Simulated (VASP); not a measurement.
HfO2, 12 atoms in the cell. The structure is monoclinic, space group P2_1/c (No. 14). The conventional cell has a = 5.131 Å, b = 5.200 Å, c = 5.314 Å, α = 90.00°, β = 99.52°, γ = 90.00°. Within 2.7 Å of Hf (site symmetry 1) lie 7 O at 2.05 to 2.25 Å. O (site symmetry 1) has 3 Hf at 2.05 to 2.15 Å and 2 O at 2.54 to 2.58 Å within 2.7 Å. Within 2.8 Å of O (site symmetry 1) lie 4 Hf at 2.15 to 2.25 Å and 5 O at 2.54 to 2.74 Å. 

| Item | Value |
| --- | --- |
| Program | VASP 6.6.1 |
| Task | single point |
| Functional | PBE |
| Dispersion | D4 |
| Potentials or basis | VASP PAW PBE potentials, release 64 (Hf_pv, O) |
| Cutoff | 520 eV |
| k mesh | 5 × 5 × 5 |
| Occupations | fermi-dirac, width 0.05 eV |
| Spin | no spin polarisation |
| Dipole correction | no |
| Further INCAR settings | ALGO = Normal; EDIFF = 1e-06; NBANDS = 56 |

Potentials or basis: VASP PAW PBE potentials, release 64 (Hf_pv, O).

Launch:

```bash
$ cat potpaw_PBE.64/Hf_pv/POTCAR potpaw_PBE.64/O/POTCAR > POTCAR
$ mpirun -np 1 vasp_std > vasp.out
```

Hardware: 1 thread of Oxide Virtual Turin-like Processor, on a shared host.

Problem. How long does it take, and how much memory?

Solution. Wall time 6.9 min on 1 thread of Oxide Virtual Turin-like Processor, with other jobs on the host, peak memory 0.34 GiB. Counts: scf iterations 16, k points 39.
